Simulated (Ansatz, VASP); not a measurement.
## Sr3Ta2O in VASP and in Ansatz

The input INCAR:

```
SYSTEM = Sr3Ta2O
PREC = Accurate
ENCUT = 600
EDIFF = 1E-7
ISMEAR = 0
SIGMA = 0.1
LREAL = .FALSE.
LASPH = .TRUE.
NELM = 80
ALGO = Normal
ISIF = 3
LWAVE = .FALSE.
LCHARG = .FALSE.
GGA = PE
IBRION = 2
NSW = 100
EDIFFG = -0.01
```

File KPOINTS:

```
regular mesh
0
G
  6 6 6
  0 0 0
```

The input POSCAR:

```
Sr3Ta2O
1.0
    7.2327624199      0.0000000000      0.0000000000
   -3.6163812100      6.2637559952      0.0000000000
    0.0000000000      0.0000000000      6.2485019651
Sr Ta O
3 2 1
Direct
    0.5000000000      0.0000000000      0.0000000000
    0.0000000000      0.5000000000      0.0000000000
    0.5000000000      0.5000000000      0.0000000000
    0.0000000000      0.0000000000      0.8046175417
    0.0000000000      0.0000000000      0.1953824583
    0.0000000000      0.0000000000      0.5000000000
```

Input for Ansatz:

```yaml
crystal:
  lattice:
    - [7.2327624199, 0.0, 0.0]
    - [-3.61638121, 6.2637559952, 0.0]
    - [0.0, 0.0, 6.2485019651]
  atoms:
    - { symbol: Sr, position: [0.5, 0.0, 0.0] }
    - { symbol: Sr, position: [0.0, 0.5, 0.0] }
    - { symbol: Sr, position: [0.5, 0.5, 0.0] }
    - { symbol: Ta, position: [0.0, 0.0, 0.8046175417] }
    - { symbol: Ta, position: [0.0, 0.0, 0.1953824583] }
    - { symbol: O, position: [0.0, 0.0, 0.5] }
basis:
  ecutwfc: 420
kpoints:
  mp_grid: { grid: [6, 6, 6] }
hamiltonian:
  xc: pbe
scf:
  occupations: { method: gaussian, width: 0.1 }
output:
  forces: true
  stress: true
  eigenvalues: true
relax:
  adjacent_minimum: "off"
  f_tol: 0.01
  max_steps: 80
  cell: { stress_tol: 0.05 }
```

Alike in both runs: task relaxation of cell and atoms; functional PBE; k mesh 6 × 6 × 6; occupations gaussian, width 0.1 eV; no spin polarisation.

|  | VASP | Ansatz |
| --- | --- | --- |
| version | VASP 6.6.1 | Ansatz 0.2.0 |
| potentials or method | VASP PAW PBE potentials, release 64 (Sr_sv, Ta_pv, O), cutoff 600 eV | scalar-relativistic, plane waves, PAW |
| valence electrons in the cell | 58 | 62 |

```csv
,VASP,Ansatz,Ansatz less VASP
"gap on the k mesh at the Fermi level, each at its own relaxed structure (eV)",none,none,-
relaxed volume (Å³/atom),46.54,46.42,-0.117
relaxed length of the cell vector where the two differ most in proportion (Å),6.221,6.204,-0.0170
```

A gap of «none» marks a metal or a gap that the smearing closes. VASP's potentials hold 58 valence electrons a cell and Ansatz's 62, so a difference there can come from the potentials and not from the codes.

Spin-orbit coupling is off throughout.
